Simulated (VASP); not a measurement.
# Te (P6_3/mmc) in VASP: further runs

Te is run at these levels: PBEsol; tasks: single point.

Program: VASP 6.6.1. These are calculated values, not measurements. Logs are shortened: lines on timing, memory, paths and dates and some standing lists are left out, and cuts for length are marked.

## Step 1: The cell of the first run

Symmetry: P6_3/mmc, No. 194, hexagonal system. Conventional cell: a = 3.883 Å, b = 3.883 Å, c = 4.417 Å, α = 90.00°, β = 90.00°, γ = 120.00°. Te (site symmetry -6m2) has 12 Te at 3.15 to 3.88 Å within 4.1 Å.

## Step 2: Single point, PBEsol

Contents of INCAR:

```
SYSTEM = Te
  ALGO = Normal
  EDIFF = 1E-7
  ENCUT = 520
  GGA = PS
  ISIF = 2
  ISMEAR = -1
  LASPH = .TRUE.
  LCHARG = .FALSE.
  LREAL = .FALSE.
  LWAVE = .FALSE.
  NBANDS = 13
  NELM = 80
  PREC = Accurate
  SIGMA = 0.02
```

Contents of KPOINTS:

```
k-points
0
G
  7 7 6
  0 0 0
```

Contents of POSCAR:

```
Te
1.0
    3.8827341661      0.0000000000      0.0000000000
   -1.9413670830      3.3625464239      0.0000000000
    0.0000000000      0.0000000000      4.4170131633
Te
2
Direct
    0.3333333333      0.6666666667      0.2500000000
    0.6666666667      0.3333333333      0.7500000000
```

Potentials or basis: VASP PAW PBE potentials, release 64 (Te).

Started as:

```console
$ cat potpaw_PBE.64/Te/POTCAR > POTCAR
$ mpirun -np 1 vasp_std > vasp.out
```

OUTCAR:

```text
SYSTEM = Te
   EDIFF = 1E-7
   ENCUT = 520
   GGA = PS
   ISIF = 2
   ISMEAR = -1
   LASPH = .TRUE.
   LREAL = .FALSE.
   NELM = 80
   PREC = Accurate

 ion  position               nearest neighbor table
   1  0.333  0.667  0.250-   2 3.15   2 3.15   2 3.15   2 3.15   2 3.15   2 3.15
   2  0.667  0.333  0.750-   1 3.15   1 3.15   1 3.15   1 3.15   1 3.15   1 3.15

  LATTYP: Found a hexagonal cell.
 ALAT       =     3.8827341661
 C/A-ratio  =     1.1376038056

  Lattice vectors:

 A1 = (   3.8827341661,   0.0000000000,   0.0000000000)
 A2 = (  -1.9413670830,   3.3625464239,   0.0000000000)
 A3 = (   0.0000000000,   0.0000000000,   4.4170131633)

Analysis of symmetry for initial positions (statically):
=====================================================================
 Subroutine PRICEL returns:
 Original cell was already a primitive cell.

 Routine SETGRP: Setting up the symmetry group for a
 hexagonal supercell.

 Subroutine GETGRP returns: Found 24 space group operations
 (whereof 12 operations were pure point group operations)
 out of a pool of 24 trial point group operations.

The static configuration has the point symmetry D_3d.
 The point group associated with its full space group is D_6h.

Analysis of symmetry for dynamics (positions and initial velocities):
=====================================================================
 Subroutine PRICEL returns:
 Original cell was already a primitive cell.

 Routine SETGRP: Setting up the symmetry group for a
 hexagonal supercell.

 Subroutine GETGRP returns: Found 24 space group operations
 (whereof 12 operations were pure point group operations)
 out of a pool of 24 trial point group operations.

The dynamic configuration has the point symmetry D_3d.
 The point group associated with its full space group is D_6h.

 Subroutine INISYM returns: Found 24 space group operations
 (whereof 12 operations are pure point group operations),
 and found     1 'primitive' translations

----------------------------------------------------------------------------------------

                                     Primitive cell

  volume of cell :      57.6680

  direct lattice vectors                    reciprocal lattice vectors
     3.882734166  0.000000000  0.000000000     0.257550468  0.148696832  0.000000000
    -1.941367083  3.362546424  0.000000000     0.000000000  0.297393664  0.000000000
     0.000000000  0.000000000  4.417013163     0.000000000  0.000000000  0.226397333

  length of vectors
     3.882734166  3.882734166  4.417013163     0.297393664  0.297393664  0.226397333
[... 86 lines left out ...]
   NFREE  =      0    steps in history (QN), initial steepest desc. (CG)
   ISIF   =      2    stress and relaxation
   ISYM   =      2    0-nonsym 1-usesym 2-fastsym
   POTIM  = 0.5000    time-step for ionic-motion
   TEBEG  =    0.0;   TEEND  =   0.0 temperature during run
   PSTRESS=    0.0 pullay stress
   NELECT =      12.0000    total number of electrons
   NUPDOWN=      -1.0000    fix difference up-down
   EMIN   =  10.00;   EMAX   =-10.00  energy-range for DOS
   EFERMI =   0.00;   METHOD = LEGACY
   ISMEAR =    -1;   SIGMA  =   0.02  broadening in eV -4-tet -1-fermi 0-gaus
   EFERMI_NEDOS =   21; number of points for ismear=-14 and -15
   IALGO  =     38    algorithm
   IMIX   =      4    mixing-type and parameters
     AMIX     =   0.40;   BMIX     =  1.00
     AMIX_MAG =   1.60;   BMIX_MAG =  1.00
  volume/ion in A,a.u.               =      28.83       194.58
  Fermi-wavevector in a.u.,A,eV,Ry     =   0.970116  1.833254 12.804786  0.941125
  Thomas-Fermi vector in A             =   2.100225
   LORBIT       =      0    0 simple, 1 ext, 2 COOP (PROOUT), +10 PAW based schemes
   GGA     = PS    functional components
   LHFCALC =     F    Hartree Fock is set to
   AEXX    =    0.0000 exact exchange contribution
   IVDW    =     0    specifies the selected vdW correction
   LEPSILON=     F    determine dielectric tensor
   LRPA    =     F    only Hartree local field effects (RPA)
 non-spin polarized calculation
  energy-cutoff  :      520.00
  volume of cell :       57.67
 maximum number of plane-waves:      1570
 NGX is ok and might be reduce to    30
   NGX = 15   NGY = 15   NGZ = 17

 number of electron      11.9999999 magnetization

 Free energy of the ion-electron system (eV)
  ---------------------------------------------------
  ext. energy  EPLUGINS =         0.00000000
  ---------------------------------------------------
  free energy    TOTEN  =        -6.78164655 eV

  energy without entropy =       -6.77953345  energy(sigma->0) =       -6.78059000

 E-fermi :   7.6854     XC(G=0): -10.0510

 val. band max:        7.6666444924   @ k =   0.2857   0.2857   0.1667
 cond. band min:       7.7318656645   @ k =   0.2857   0.1429   0.0000
 fundamental gap:      0.0652211721
 Fermi energy:         7.6853961229

 k-point     1 :       0.0000    0.0000    0.0000
  band No.  band energies     occupation
      1      -6.5172      2.00000
      2      -0.9586      2.00000
      3       2.5579      2.00000
      4       6.1337      2.00000
      5       6.1337      2.00000
      6       8.8983      0.00000
      7       8.8983      0.00000
      8      10.8394      0.00000
      9      11.5514      0.00000
     10      13.8003      0.00000
     11      15.7447      0.00000
     12      15.7447      0.00000
     13      17.0916      0.00000
[... 354 lines left out ...]
  band No.  band energies     occupation
      1      -3.6860      2.00000
      2      -3.0431      2.00000
      3       2.2221      2.00000
      4       2.7681      2.00000
      5       3.4392      2.00000
      6       5.8330      2.00000
      7       9.7381      0.00000
      8      10.6226      0.00000
      9      14.8898      0.00000
     10      15.3338      0.00000
     11      16.3616      0.00000
     12      17.1066      0.00000
     13      17.5414      0.00000

 [... further k-points ...]
[... 5 lines left out ...]
  --------------------------------------------------------------------------------------
  -------------------------------------------------------------------------------------
  Total        0.1977739      0.1977739      0.5655801      0.0000000     -0.0000000      0.0000000
  in kB        5.4947118      5.4947118     15.7133956      0.0000000     -0.0000000      0.0000000
  external PRESSURE =       8.9009398 kB  Pullay stress =       0.0000000 kB

 VOLUME and BASIS-vectors are now :
 -----------------------------------------------------------------------------
  energy-cutoff  :      520.00
  volume of cell :       57.67
      direct lattice vectors                 reciprocal lattice vectors
     3.882734166  0.000000000  0.000000000     0.257550468  0.148696832  0.000000000
    -1.941367083  3.362546424  0.000000000     0.000000000  0.297393664  0.000000000
     0.000000000  0.000000000  4.417013163     0.000000000  0.000000000  0.226397333

 POSITION                                       TOTAL-FORCE (eV/Angst)
 -----------------------------------------------------------------------------------
     -0.00000      2.24170      1.10425        -0.000000      0.000000      0.000000
      1.94137      1.12085      3.31276         0.000000      0.000000      0.000000
 -----------------------------------------------------------------------------------
    total drift:                               -0.000000      0.000000      0.000000

  FREE ENERGIE OF THE ION-ELECTRON SYSTEM (eV)
  ---------------------------------------------------
  free  energy   TOTEN  =        -6.7816465509 eV

  energy  without entropy=       -6.7795334483  energy(sigma->0) =       -6.78059000
```

stdout:

```text
POSCAR found type information on POSCAR Te
 POSCAR found :  1 types and       2 ions
 scaLAPACK will be used
 -----------------------------------------------------------------------------
|                                                                             |
|                                                                             |
|     You enforced a specific xc type in the INCAR file but a different       |
|     I HOPE YOU KNOW WHAT YOU ARE DOING!                                     |
|                                                                             |
 -----------------------------------------------------------------------------

 LDA part: xc-table for (Slater+PW92), standard interpolation
 POSCAR, INCAR and KPOINTS ok, starting setup
 FFT: planning ... GRIDC
 FFT: planning ... GRID_SOFT
 FFT: planning ... GRID
 WAVECAR not read
 entering main loop
```

It took 21 s on 1 thread of Intel Xeon 6975P-C, shared host; peak memory 0.18 GiB.

Results:

```
Free energy            : -6.7816 eV
Pressure               : 0.9 GPa
Band gap on the k mesh : zero (band 6 reaches 8.90 eV, above the bottom of band 7 at 6.62 eV)
```

Stress tensor (GPa, compression positive):
```
0.55 0.00 0.00
0.00 0.55 0.00
0.00 0.00 1.57
```

Caveat: the PAW data sets were made with another functional, which shifts forces and pressure a little; spin-orbit coupling is left out, which moves the levels of the heavy elements.

## Step 3: Single point, PBEsol

This run uses another cell than the first one, of 29.13 Å³/atom, 1.010 times its volume.

Contents of INCAR:

```
  ALGO = Normal
  EDIFF = 1E-6
  ENCUT = 520
  GGA = PS
  ISIF = 2
  ISMEAR = -1
  LASPH = True
  LCHARG = True
  LELF = True
  LREAL = False
  LVHAR = True
  LWAVE = False
  NBANDS = 13
  NELM = 80
  PREC = Accurate
  SIGMA = 0.02
```

Contents of KPOINTS:

```
k-points
0
Gamma
  7 7 6
```

Contents of POSCAR:

```
Te
1.0
    3.8957635730      0.0000000000      0.0000000000
   -1.9478817865      3.3738302213      0.0000000000
    0.0000000000      0.0000000000      4.4318354662
Te
2
Direct
    0.3333333333      0.6666666667      0.2500000000
    0.6666666667      0.3333333333      0.7500000000
```

Potentials or basis: VASP PAW PBE potentials, release 64 (Te).

Started as:

```console
$ cat potpaw_PBE.64/Te/POTCAR > POTCAR
$ mpirun -np 1 vasp_std > vasp.out
```

It took 18 s on 1 thread of Intel Xeon 6975P-C, shared host; peak memory 0.18 GiB.

It converged, with:

```yaml
Free_energy: -6.7837 eV
Pressure: 0.2 GPa
Band_gap_on_the_k_mesh: zero (band 6 reaches 8.75 eV, above the bottom of band 7 at 6.48 eV)
```

Stress tensor (GPa, compression positive):
```
0.01 0.00 0.00
0.00 0.01 0.00
0.00 0.00 0.69
```

Levels at points of the mesh, in eV from the Fermi level:
| k point | band 2 | band 3 | band 4 | band 5 | band 6 | band 7 | band 8 | band 9 | band 10 | band 11 |
| --- | --- | --- | --- | --- | --- | --- | --- | --- | --- | --- |
| (0.00, 0.00, 0.00) | -8.66 | -5.07 | -1.54 | -1.54 | 1.20 | 1.20 | 3.18 | 3.81 | 6.11 | 8.04 |
| (0.00, 0.00, 0.50) | -12.34 | -0.35 | -0.35 | -0.13 | -0.13 | -0.13 | -0.13 | 6.67 | 6.67 | 6.67 |

Caveat: the PAW data sets were made with another functional, which shifts forces and pressure a little; spin-orbit coupling is left out, which moves the levels of the heavy elements.

## Step 4: Single point, PBEsol

This run uses another cell than the first one, of 29.42 Å³/atom, 1.020 times its volume.

Contents of INCAR:

```
ALGO = Normal ; EDIFF = 1E-6
ENCUT = 520 ; GGA = PS
ISIF = 2 ; ISMEAR = -1
LASPH = T ; LCHARG = F
LREAL = F ; LWAVE = F
NBANDS = 13 ; NELM = 100
PREC = Accurate ; SIGMA = 0.02
```

KPOINTS is that of step 3.

Contents of POSCAR:

```
Te
1.0
    3.9087064042      0.0000000000      0.0000000000
   -1.9543532021      3.3850390420      0.0000000000
    0.0000000000      0.0000000000      4.4465592802
Te
2
Direct
    0.3333333333      0.6666666667      0.2500000000
    0.6666666667      0.3333333333      0.7500000000
```

Potentials or basis: VASP PAW PBE potentials, release 64 (Te).

Started as:

```console
$ cat potpaw_PBE.64/Te/POTCAR > POTCAR
$ mpirun -np 1 vasp_std > vasp.out
```

OUTCAR:

```text
EDIFF = 1E-6
   ENCUT = 520
   GGA = PS
   ISIF = 2
   ISMEAR = -1
   LASPH = T
   LREAL = F
   NELM = 100
   PREC = Accurate

 ion  position               nearest neighbor table
   1  0.333  0.667  0.250-   2 3.17   2 3.17   2 3.17   2 3.17   2 3.17   2 3.17
   2  0.667  0.333  0.750-   1 3.17   1 3.17   1 3.17   1 3.17   1 3.17   1 3.17

  LATTYP: Found a hexagonal cell.
 ALAT       =     3.9087064042
 C/A-ratio  =     1.1376038056

  Lattice vectors:

 A1 = (   3.9087064042,   0.0000000000,   0.0000000000)
 A2 = (  -1.9543532021,   3.3850390420,   0.0000000000)
 A3 = (   0.0000000000,   0.0000000000,   4.4465592802)

Analysis of symmetry for initial positions (statically):
=====================================================================
 Subroutine PRICEL returns:
 Original cell was already a primitive cell.

 Routine SETGRP: Setting up the symmetry group for a
 hexagonal supercell.

 Subroutine GETGRP returns: Found 24 space group operations
 (whereof 12 operations were pure point group operations)
 out of a pool of 24 trial point group operations.

The static configuration has the point symmetry D_3d.
 The point group associated with its full space group is D_6h.

[... 166 lines left out ...]
 Fermi energy:         7.4103785289

 k-point     1 :       0.0000    0.0000    0.0000
  band No.  band energies     occupation
      1      -6.6306      2.00000
      2      -1.2712      2.00000
      3       2.3987      2.00000
      4       5.8874      2.00000
      5       5.8874      2.00000
      6       8.5960      0.00000
      7       8.5960      0.00000
      8      10.6186      0.00000
      9      11.1609      0.00000
     10      13.5145      0.00000
     11      15.4386      0.00000
     12      15.4386      0.00000
     13      16.7851      0.00000
[... 354 lines left out ...]
  band No.  band energies     occupation
      1      -3.8915      2.00000
      2      -3.2772      2.00000
      3       2.0756      2.00000
      4       2.6006      2.00000
      5       3.2740      2.00000
      6       5.6250      2.00000
      7       9.3918      0.00000
      8      10.2574      0.00000
      9      14.5968      0.00000
     10      15.0462      0.00000
     11      16.0414      0.00000
     12      16.7617      0.00000
     13      17.2280      0.00000

 [... further k-points ...]
[... 5 lines left out ...]
  --------------------------------------------------------------------------------------
  -------------------------------------------------------------------------------------
  Total       -0.1686660     -0.1686660     -0.0458475      0.0000000     -0.0000000      0.0000000
  in kB       -4.5932204     -4.5932204     -1.2485495      0.0000000     -0.0000000      0.0000000
  external PRESSURE =      -3.4783301 kB  Pullay stress =       0.0000000 kB

 VOLUME and BASIS-vectors are now :
 -----------------------------------------------------------------------------
  energy-cutoff  :      520.00
  volume of cell :       58.83
      direct lattice vectors                 reciprocal lattice vectors
     3.908706404  0.000000000  0.000000000     0.255839118  0.147708784  0.000000000
    -1.954353202  3.385039042  0.000000000     0.000000000  0.295417568  0.000000000
     0.000000000  0.000000000  4.446559280     0.000000000  0.000000000  0.224892987

 POSITION                                       TOTAL-FORCE (eV/Angst)
 -----------------------------------------------------------------------------------
     -0.00000      2.25669      1.11164         0.000000      0.000000      0.000000
      1.95435      1.12835      3.33492        -0.000000     -0.000000      0.000000
 -----------------------------------------------------------------------------------
    total drift:                               -0.000000      0.000000      0.000000

  FREE ENERGIE OF THE ION-ELECTRON SYSTEM (eV)
  ---------------------------------------------------
  free  energy   TOTEN  =        -6.7835469419 eV

  energy  without entropy=       -6.7814885570  energy(sigma->0) =       -6.78251775
```

stdout:

```text
POSCAR found type information on POSCAR Te
 POSCAR found :  1 types and       2 ions
 scaLAPACK will be used
 -----------------------------------------------------------------------------
|                                                                             |
|                                                                             |
|     You enforced a specific xc type in the INCAR file but a different       |
|     I HOPE YOU KNOW WHAT YOU ARE DOING!                                     |
|                                                                             |
 -----------------------------------------------------------------------------

 LDA part: xc-table for (Slater+PW92), standard interpolation
 POSCAR, INCAR and KPOINTS ok, starting setup
 FFT: planning ... GRIDC
 FFT: planning ... GRID_SOFT
 FFT: planning ... GRID
 WAVECAR not read
 entering main loop
```

It took 20 s on 1 thread of Intel Xeon 6975P-C, shared host; peak memory 0.18 GiB.

Results:

```yaml
Free_energy: -6.7835 eV
Pressure: -0.3 GPa
Band_gap_on_the_k_mesh: zero (band 6 reaches 8.60 eV, above the bottom of band 7 at 6.34 eV)
```

Levels at points of the mesh, in eV from the Fermi level:
```
           k point  band 2  band 3  band 4  band 5  band 6  band 7  band 8  band 9  band 10  band 11
(0.00, 0.00, 0.00)   -8.68   -5.01   -1.52   -1.52    1.19    1.19    3.21    3.75     6.10     8.03
(0.00, 0.00, 0.50)  -12.28   -0.38   -0.38   -0.14   -0.14   -0.14   -0.14    6.68     6.68     6.68
```

Caveat: the PAW data sets were made with another functional, which shifts forces and pressure a little; spin-orbit coupling is left out, which moves the levels of the heavy elements.

## Step 5: Overview

```tsv
cell	gap on the mesh (eV)	pressure (GPa)
a = 3.883, b = 3.883, c = 4.417 Å, angles 90.0, 90.0, 120.0°, 2 atoms	none	0.9
a = 3.896, b = 3.896, c = 4.432 Å, angles 90.0, 90.0, 120.0°, 2 atoms	none	0.2
a = 3.909, b = 3.909, c = 4.447 Å, angles 90.0, 90.0, 120.0°, 2 atoms	none	-0.3
```

Alike in all rows: task single point; level PBEsol; potentials or basis VASP PAW PBE potentials, release 64 (Te); no spin polarisation; k mesh 7 × 7 × 6; cutoff (eV) 520; smearing fermi-dirac 0.02 eV.

Caveats: the PAW data sets were made with another functional, which shifts forces and pressure a little; spin-orbit coupling is left out, which moves the levels of the heavy elements.

Total energies depend on the potentials used, so only differences within one code and one set of settings carry meaning.
